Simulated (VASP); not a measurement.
Here is a VASP 6.6.1 calculation.

Contents of INCAR:

```
PREC = Accurate ; ENCUT = 520
EDIFF = 1E-6 ; ISMEAR = 0
SIGMA = 0.1 ; LREAL = F
LASPH = T ; NELM = 60
ALGO = Normal ; ISIF = 2
LWAVE = F ; LCHARG = F
GGA = PE ; NBANDS = 30
```

Contents of KPOINTS:

```
regular mesh
0
Gamma
  6 6 4
```

The input POSCAR:

```
NbSiO4
1.0
    3.1967274900      0.0000000000      0.0000000000
   -1.5983637500      2.7684472200      0.0000000000
    0.0000000000      0.0000000000      6.4983526100
Nb Si O
1 1 4
Direct
    0.0000000000      0.0000000000      0.5000000000
    0.0000000000      0.0000000000      0.0000000000
    0.3333333300      0.6666666700      0.7595900300
    0.3333333300      0.6666666700      0.2404099700
    0.6666666700      0.3333333300      0.7595900300
    0.6666666700      0.3333333300      0.2404099700
```

Potentials or basis: VASP PAW PBE potentials, release 64 (Nb_sv, Si, O).

Command:

```bash
$ cat potpaw_PBE.64/Nb_sv/POTCAR potpaw_PBE.64/Si/POTCAR potpaw_PBE.64/O/POTCAR > POTCAR
$ mpirun -np 1 vasp_std > vasp.out
```

Q: What does it give for the largest force?

A: 1.282 eV/Å.

Q: What does it give for the band gap on the k mesh?

A: Zero (an odd number of electrons rules out a gap without spin polarisation).

Q: What does it give for the pressure?

A: 27.3 GPa.

Stress tensor (GPa, compression positive):
```
 56.51   0.00   0.00
  0.00  56.51   0.00
  0.00   0.00 -31.00
```

Caveat: the k points lie up to 0.38 Å⁻¹ apart, too coarse for converged energies and pressures of a metal; an odd number of electrons without spin polarisation forces a metal; a magnetic or distorted state may lie lower.
